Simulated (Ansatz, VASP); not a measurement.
**Two plane-wave programs on Pd**

```
CELL_PARAMETERS angstrom
0.00000 2.06823 2.06823
2.06823 0.00000 2.06823
2.06823 2.06823 0.00000
ATOMIC_POSITIONS crystal
Pd 0.00000 0.00000 0.00000
```

Alike in both runs: task single point; functional BLYP; k mesh 22 × 22 × 22; occupations fermi-dirac, width 0.1 eV; no spin polarisation.

|  | VASP | Ansatz |
| --- | --- | --- |
| version | VASP 6.6.1 | Ansatz 0.2.0 |
| potentials or method | VASP PAW PBE potentials, release 64 (Pd), cutoff 520 eV | plane waves (420 eV) with PAW, scalar-relativistic |
| valence electrons in the cell | 10 | 18 |

|  | VASP | Ansatz | Ansatz less VASP |
| --- | --- | --- | --- |
| pressure (GPa) | -8.1 | -8.3 | -0.21 |

VASP's potentials were made for PBE, not for BLYP. The functional is the same, so the differences come from potentials, cutoffs and numerics. VASP's potentials hold 10 valence electrons a cell and Ansatz's 18, so a difference there can come from the potentials and not from the codes.
